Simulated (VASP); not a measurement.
# Bi2Te3 (R3m) in VASP: relaxation of shape and atoms at fixed volume with PBE

Aim: the relaxation of shape and atoms at fixed volume of Bi2Te3 with PBE.

Everything below comes from runs of VASP 6.6.1. Logs are shortened: lines on timing, memory, paths and dates and some standing lists are left out, and cuts for length are marked.

### Step 1. The cell of the first run

It takes space group R3m (No. 160, trigonal). The conventional cell has a = 4.417 Å, b = 4.417 Å, c = 29.840 Å, α = 90.00°, β = 90.00°, γ = 120.00°. Bi (site symmetry 3m) has 3 Te at 3.03 Å and 3 Bi at 3.43 Å within 4.0 Å. Within 4.3 Å of Bi (site symmetry 3m) lie 3 Te at 3.27 Å and 3 Bi at 3.43 Å. Within 4.0 Å of Te (site symmetry 3m) lie 6 Te at 3.04 to 3.45 Å. Within 4.0 Å of Te (site symmetry 3m) lie 3 Bi at 3.03 Å and 3 Te at 3.45 Å. Within 4.0 Å of Te (site symmetry 3m) lie 3 Te at 3.04 Å and 3 Bi at 3.27 Å.

### Step 2. Relaxation of shape and atoms at fixed volume, PBE

INCAR

```
SYSTEM = Bi2Te3
PREC = Accurate
ENCUT = 600
EDIFF = 1E-6
ISMEAR = 0
SIGMA = 0.05
LREAL = .FALSE.
LASPH = .TRUE.
NELM = 60
ALGO = Normal
ISIF = 4
LWAVE = .FALSE.
LCHARG = .FALSE.
GGA = PE
IBRION = 2
NSW = 60
EDIFFG = -0.015
```

KPOINTS

```
regular mesh
0
G
  6 6 6
  0 0 0
```

POSCAR

```
Bi2Te3
1.0
    2.2085011708      1.2750787454      9.9466696256
   -2.2085011708      1.2750787454      9.9466696256
    0.0000000000     -2.5501574909      9.9466696256
Bi Te
2 3
Direct
    0.8120000000      0.8120000000      0.8120000000
    0.4020000000      0.4020000000      0.4020000000
    0.6110000000      0.6110000000      0.6110000000
    0.2000000000      0.2000000000      0.2000000000
    0.0000000000      0.0000000000      0.0000000000
```

Potentials or basis: VASP PAW PBE potentials, release 64 (Bi_d, Te).

Run with:

```bash
$ cat potpaw_PBE.64/Bi_d/POTCAR potpaw_PBE.64/Te/POTCAR > POTCAR
$ mpirun -np 1 vasp_std > vasp.out
```

OUTCAR:

```text
SYSTEM = Bi2Te3
   PREC = Accurate
   ENCUT = 600
   EDIFF = 1E-6
   ISMEAR = 0
   LREAL = .FALSE.
   LASPH = .TRUE.
   NELM = 60
   ISIF = 4
   GGA = PE
   IBRION = 2
   NSW = 60
   EDIFFG = -0.015

 ion  position               nearest neighbor table
   1  0.812  0.812  0.812-   4 3.03   4 3.03   4 3.03   2 3.43   2 3.43   2 3.43
   2  0.402  0.402  0.402-   5 3.27   5 3.27   5 3.27   1 3.43   1 3.43   1 3.43
   3  0.611  0.611  0.611-   5 3.04   5 3.04   5 3.04   4 3.45   4 3.45   4 3.45
   4  0.200  0.200  0.200-   1 3.03   1 3.03   1 3.03   3 3.45   3 3.45   3 3.45
   5  0.000  0.000  0.000-   3 3.04   3 3.04   3 3.04   2 3.27   2 3.27   2 3.27

  LATTYP: Found a trigonal (rhomboedric) cell.
 ALAT       =    10.2683757172
 COS(alpha) =     0.9074829532

  Lattice vectors:

 A1 = (   2.2085011708,   1.2750787454,   9.9466696256)
 A2 = (  -2.2085011708,   1.2750787454,   9.9466696256)
 A3 = (   0.0000000000,  -2.5501574909,   9.9466696256)

Analysis of symmetry for initial positions (statically):
=====================================================================
 Subroutine PRICEL returns:
 Original cell was already a primitive cell.

 Routine SETGRP: Setting up the symmetry group for a
 trigonal (rhombohedral) supercell.

 Subroutine GETGRP returns: Found  6 space group operations
 (whereof  6 operations were pure point group operations)
 out of a pool of 12 trial point group operations.

The static configuration has the point symmetry C_3v.

Analysis of symmetry for dynamics (positions and initial velocities):
=====================================================================
 Subroutine PRICEL returns:
 Original cell was already a primitive cell.

 Routine SETGRP: Setting up the symmetry group for a
 trigonal (rhombohedral) supercell.

 Subroutine GETGRP returns: Found  6 space group operations
 (whereof  6 operations were pure point group operations)
 out of a pool of 12 trial point group operations.

The dynamic configuration has the point symmetry C_3v.

 Subroutine INISYM returns: Found  6 space group operations
 (whereof  6 operations are pure point group operations),
 and found     1 'primitive' translations

----------------------------------------------------------------------------------------

[... 117 lines left out ...]
     AMIX     =   0.40;   BMIX     =  1.00
     AMIX_MAG =   1.60;   BMIX_MAG =  1.00
  volume/ion in A,a.u.               =      33.61       226.82
  Fermi-wavevector in a.u.,A,eV,Ry     =   1.078121  2.037353 15.814653  1.162344
  Thomas-Fermi vector in A             =   2.214051
   LORBIT       =      0    0 simple, 1 ext, 2 COOP (PROOUT), +10 PAW based schemes
   GGA     = PE    functional components
   LHFCALC =     F    Hartree Fock is set to
   AEXX    =    0.0000 exact exchange contribution
   IVDW    =     0    specifies the selected vdW correction
   LEPSILON=     F    determine dielectric tensor
   LRPA    =     F    only Hartree local field effects (RPA)
 conjugate gradient relaxation of ions
 non-spin polarized calculation
 Gauss-broadening in eV      SIGMA  =   0.05
  energy-cutoff  :      600.00
  volume of cell :      168.06
 maximum number of plane-waves:      5638
 NGX is ok and might be reduce to    84
   NGX = 41   NGY = 41   NGZ = 41

--------------------------------------- Ionic step        1  -------------------------------------------

 number of electron      47.9999999 magnetization

 Free energy of the ion-electron system (eV)
  ---------------------------------------------------
  ext. energy  EPLUGINS =         0.00000000
  ---------------------------------------------------
  free energy    TOTEN  =       -16.89748097 eV

  energy without entropy =      -16.89484352  energy(sigma->0) =      -16.89616224

------------------------ aborting loop because EDIFF is reached ----------------------------------------

  FORCE on cell =-STRESS in cart. coord.  units (eV):
  Direction    XX          YY          ZZ          XY          YZ          ZX
  --------------------------------------------------------------------------------------
  -------------------------------------------------------------------------------------
  Total        2.0313111      2.0313111      1.0744382      0.0000000     -0.0000000      0.0000000
  in kB       19.3652651     19.3652651     10.2430303      0.0000000     -0.0000000      0.0000000
  external PRESSURE =      16.3245202 kB  Pullay stress =       0.0000000 kB
[... 98 lines left out ...]
  FREE ENERGIE OF THE ION-ELECTRON SYSTEM (eV)
  ---------------------------------------------------
  free  energy   TOTEN  =       -17.1274597772 eV

  energy  without entropy=      -17.1253388977  energy(sigma->0) =      -17.12639934

[... ionic steps 4 to 8 ...]

--------------------------------------- Ionic step        9  -------------------------------------------

 number of electron      48.0000000 magnetization

------------------------ aborting loop because EDIFF is reached ----------------------------------------
[... 73 lines left out ...]
--------------------------------------- Ionic step       11  -------------------------------------------

 number of electron      48.0000000 magnetization

 Free energy of the ion-electron system (eV)
  ---------------------------------------------------
  ext. energy  EPLUGINS =         0.00000000
  ---------------------------------------------------
  free energy    TOTEN  =       -17.14073897 eV

  energy without entropy =      -17.13896789  energy(sigma->0) =      -17.13985343

 E-fermi :   6.4214     XC(G=0):  -9.4082

 val. band max:        6.3901170611   @ k =   0.5000   0.3333   0.0000
 cond. band min:       6.4773288431   @ k =   0.0000   0.0000   0.0000
 fundamental gap:      0.0872117820
 Fermi energy:         6.4214085849

 k-point     1 :       0.0000    0.0000    0.0000
  band No.  band energies     occupation
      1     -16.5548      2.00000
      2     -16.5548      2.00000
      3     -16.5048      2.00000
      4     -16.5048      2.00000
      5     -16.5030      2.00000
      6     -16.4569      2.00000
[... 733 lines left out ...]
     27       7.4421      0.00000
     28       9.4024      0.00000

 [... further k-points ...]

------------------------ aborting loop because EDIFF is reached ----------------------------------------

  FORCE on cell =-STRESS in cart. coord.  units (eV):
  Direction    XX          YY          ZZ          XY          YZ          ZX
  --------------------------------------------------------------------------------------
  -------------------------------------------------------------------------------------
  Total        0.7643309      0.7643309      0.7526259      0.0000000     -0.0000000     -0.0000000
  in kB        7.2866587      7.2866587      7.1750699      0.0000000     -0.0000000     -0.0000000
  external PRESSURE =       7.2494624 kB  Pullay stress =       0.0000000 kB
[... 20 lines left out ...]
  FREE ENERGIE OF THE ION-ELECTRON SYSTEM (eV)
  ---------------------------------------------------
  free  energy   TOTEN  =       -17.1407389714 eV

  energy  without entropy=      -17.1389678937  energy(sigma->0) =      -17.13985343

 reached required accuracy - stopping structural energy minimisation
```

OSZICAR:

```text
N       E                     dE             d eps       ncg     rms          rms(c)
DAV:   1     0.465257126006E+03    0.46526E+03   -0.23667E+04  1792   0.185E+03
DAV:   2     0.341821384221E+02   -0.43107E+03   -0.42043E+03  1904   0.439E+02
[... 89 lines left out ...]
DAV:   1    -0.171405202684E+02    0.16438E-04   -0.14130E-01  1792   0.206E+00    0.162E-01
DAV:   2    -0.171408555834E+02   -0.33532E-03   -0.73152E-03  2376   0.823E-01    0.109E-01
DAV:   3    -0.171407839534E+02    0.71630E-04   -0.49923E-04  2584   0.224E-01    0.878E-02
DAV:   4    -0.171407432758E+02    0.40678E-04   -0.77200E-05  2692   0.959E-02    0.310E-02
DAV:   5    -0.171407386182E+02    0.46576E-05   -0.30630E-05  2704   0.531E-02    0.593E-03
DAV:   6    -0.171407389714E+02   -0.35316E-06   -0.54433E-06  1768   0.263E-02
  11 F= -.17140739E+02 E0= -.17139853E+02  d E =-.580220E-03
```

CONTCAR:

```text
Bi2Te3
   1.00000000000000
     2.2173556943293451    1.2801909069226434    9.8673885520198166
    -2.2173556943293451    1.2801909069226434    9.8673885520198166
    -0.0000000000000000   -2.5603818139647960    9.8673885520223070
  Bi              Te
     2     3
Direct
     0.8099346259283384    0.8099346259283384    0.8099346259283390
     0.3999343361066705    0.3999343361066705    0.3999343361066716
     0.6051732803249906    0.6051732803249906    0.6051732803249944
     0.2033248206052626    0.2033248206052626    0.2033248206052607
     0.0066329370347367    0.0066329370347367    0.0066329370347326

  0.00000000E+00  0.00000000E+00  0.00000000E+00
  0.00000000E+00  0.00000000E+00  0.00000000E+00
  0.00000000E+00  0.00000000E+00  0.00000000E+00
  0.00000000E+00  0.00000000E+00  0.00000000E+00
  0.00000000E+00  0.00000000E+00  0.00000000E+00
```

It took 63 min on 1 thread of Intel Xeon 6975P-C (Granite Rapids), shared host; peak memory 1.2 GiB.

What came out:

* Free energy: -17.1407 eV
* Energy gained by relaxing: 48.7 meV/atom
* Ionic steps: 11
* Pressure after relaxing: 0.7 GPa
* Largest force after relaxing: 0.012 eV/Å
* Band gap on the k mesh: zero (band 24 reaches 6.39 eV, above the bottom of band 25 at 6.37 eV)

Forces on the atoms (eV/Å):
```
Bi   0.000  0.000  0.012
Bi   0.000  0.000  0.004
Te   0.000  0.000 -0.008
Te   0.000  0.000 -0.010
Te   0.000  0.000  0.002
```

The path:
```csv
step,energy change (eV),largest force (eV/Å),pressure (GPa),volume (Å³)
1,0.0000,1.2511,1.63,168.06
2,-0.1474,0.7939,1.05,168.06
3,-0.2300,0.1585,0.63,168.06
4,-0.2344,0.1311,0.67,168.06
5,-0.2408,0.0635,0.77,168.06
6,-0.2409,0.0768,0.81,168.06
7,-0.2423,0.0542,0.75,168.06
8,-0.2427,0.0391,0.73,168.06
9,-0.2427,0.0366,0.72,168.06
10,-0.2431,0.0171,0.73,168.06
11,-0.2433,0.0123,0.72,168.06
```

Final structure:
```
CELL_PARAMETERS angstrom
2.21736 1.28019 9.86739
-2.21736 1.28019 9.86739
0.00000 -2.56038 9.86739
ATOMIC_POSITIONS crystal
Bi 0.80993 0.80993 0.80993
Bi 0.39993 0.39993 0.39993
Te 0.60517 0.60517 0.60517
Te 0.20332 0.20332 0.20332
Te 0.00663 0.00663 0.00663
```

Levels at points of the mesh, in eV from the Fermi level:
| k point | band 22 | band 23 | band 24 | band 25 | band 26 | band 27 |
| --- | --- | --- | --- | --- | --- | --- |
| (0.00, 0.00, 0.00) | -0.54 | -0.54 | -0.50 | 0.06 | 0.19 | 0.19 |
| (0.50, 0.00, 0.00) | -2.38 | -0.42 | -0.13 | -0.06 | 0.30 | 2.49 |
| (0.50, 0.50, 0.00) | -1.81 | -1.39 | -0.32 | 0.15 | 1.70 | 1.70 |
| (0.50, 0.50, 0.50) | -1.25 | -0.85 | -0.85 | 0.80 | 0.89 | 0.89 |

Caveat: spin-orbit coupling is left out, which moves the levels of the heavy elements.
